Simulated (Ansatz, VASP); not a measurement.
# LiF: VASP beside Ansatz

```
Li F
1.0
     0.00000    2.02535    2.02535
     2.02535    0.00000    2.02535
     2.02535    2.02535    0.00000
Li F
1 1
Direct
  0.00000 0.00000 0.00000
  0.50000 0.50000 0.50000
```

Alike in both runs: task single point; functional HSE06; k mesh 6 × 6 × 6; occupations gaussian, width 0.02 eV; no spin polarisation.

```csv
,VASP,Ansatz
version,VASP 6.6.1,Ansatz 0.2.0
potentials or method,"VASP PAW PBE potentials, release 64 (Li_sv, F), cutoff 520 eV","scalar-relativistic, plane waves, PAW"
valence electrons in the cell,10,10
```

|  | VASP | Ansatz | Ansatz less VASP |
| --- | --- | --- | --- |
| gap on the k mesh at the Fermi level (eV) | 11.23 | 11.24 | +0.011 |
| least direct gap on the mesh (eV) | 11.23 | 11.24 | +0.011 |

Ansatz's warnings: stress exchange threshold loose, stress scf threshold loose.

The k mesh is coarse, so the values compare programs but aren't converged. Noted on VASP's run: the cutoff is short for stress, so the pressure is rough.
